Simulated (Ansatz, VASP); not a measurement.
**SnTe: VASP beside Ansatz**

The input INCAR:

```
PREC = Accurate
ENCUT = 500
EDIFF = 1E-6
ISMEAR = 0
SIGMA = 0.1
LREAL = F
LASPH = T
NELM = 120
ALGO = Normal
ISIF = 2
LWAVE = F
LCHARG = T
GGA = RP
LELF = T
LVHAR = T
NBANDS = 17
GGA_COMPAT = F
```

KPOINTS

```
regular mesh
0
Gamma
  4 4 4
```

The input POSCAR:

```
SnTe
1.0
    0.0000000000      3.6111460000      3.6111460000
    3.6111460000      0.0000000000      3.6111460000
    3.6111460000      3.6111460000      0.0000000000
Sn Te
1 1
Direct
    0.0000000000      0.0000000000      0.0000000000
    0.7500000000      0.7500000000      0.7500000000
```

Input for Ansatz:

```yaml
crystal:
  lattice:
    - [0.0, 3.611146, 3.611146]
    - [3.611146, 0.0, 3.611146]
    - [3.611146, 3.611146, 0.0]
  atoms:
    - { symbol: Sn, position: [0.0, 0.0, 0.0] }
    - { symbol: Te, position: [0.75, 0.75, 0.75] }
basis:
  ecutwfc: 420
kpoints:
  mp_grid: { grid: [4, 4, 4] }
hamiltonian:
  xc: rpbe
scf:
  occupations: { method: gaussian, width: 0.1 }
  n_extra_bands: 1
output:
  forces: true
  stress: true
  eigenvalues: true
```

Alike in both runs: task single point; functional RPBE; k mesh 4 × 4 × 4; occupations gaussian, width 0.1 eV; no spin polarisation.

|  | VASP | Ansatz |
| --- | --- | --- |
| version | VASP 6.6.1 | Ansatz 0.2.0 |
| potentials or method | VASP PAW PBE potentials, release 64 (Sn_d, Te), cutoff 500 eV | scalar-relativistic, plane waves, PAW |
| valence electrons in the cell | 20 | 30 |

```csv
,VASP,Ansatz,Ansatz less VASP
gap on the k mesh at the Fermi level (eV),0.19,0.19,+0.002
least direct gap on the mesh (eV),0.86,0.86,+0.002
pressure (GPa),0.8,0.8,+0.02
```

VASP's potentials were made for PBE, not for RPBE. VASP's potentials hold 20 valence electrons a cell and Ansatz's 30, so a difference there can come from the potentials and not from the codes.

Neither program's run includes spin-orbit coupling.
